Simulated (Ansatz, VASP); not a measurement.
One calculation of P, two programs

The input INCAR:

```
  PREC = Accurate
  ENCUT = 400
  EDIFF = 1E-8
  ISMEAR = -1
  SIGMA = 0.08
  LREAL = False
  LASPH = True
  NELM = 120
  ALGO = Normal
  ISIF = 2
  LWAVE = False
  LCHARG = False
  GGA = PS
  LEFG = True
  NBANDS = 8
  GGA_COMPAT = False
```

KPOINTS

```
regular mesh
0
Gamma
  10 10 9
```

POSCAR

```
P
1.0
    4.2586140990      0.0000000000      0.0000000000
    0.0000000000      4.2586140990      0.0000000000
    0.0000000000      0.0000000000      4.3633577502
P
1
Direct
    0.0000000000      0.0000000000      0.0000000000
```

Input for Ansatz:

```yaml
crystal:
  lattice:
    - [4.258614099, 0.0, 0.0]
    - [0.0, 4.258614099, 0.0]
    - [0.0, 0.0, 4.3633577502]
  atoms:
    - { symbol: P, position: [0.0, 0.0, 0.0] }
kpoints:
  mp_grid: { grid: [10, 10, 9] }
scf:
  occupations: { method: fermi_dirac, width: 0.08 }
hamiltonian:
  xc: pbesol
  pseudopotentials: { kind: all_electron, datasets: crystal }
output:
  forces: true
  stress: true
  eigenvalues: true
  efg: { contact_densities: true }
```

Change from the starting cell: volume scaled by 0.99, crystal datasets.

Alike in both runs: task electric field gradients; functional PBEsol; k mesh 10 × 10 × 9; occupations fermi-dirac, width 0.08 eV; no spin polarisation.

```csv
,VASP,Ansatz
version,VASP 6.6.1,Ansatz 0.2.0
potentials or method,"VASP PAW PBE potentials, release 64 (P), cutoff 400 eV","all-electron PAW with datasets made for the crystal, scalar-relativistic"
```

|  | VASP | Ansatz | Ansatz less VASP |
| --- | --- | --- | --- |
| pressure (GPa) | -3.9 | -3.9 | 0.00 |
| traceless stress, the component that is largest in VASP (GPa) | 0.32 | 0.32 | 0.000 |
| size of Vzz on the site where it differs most (V/Å²) | 0.7 | 0.7 | -0.06 |

VASP's potentials were made for PBE, not for PBEsol. Ansatz ran all-electron here, and VASP with PAW potentials.
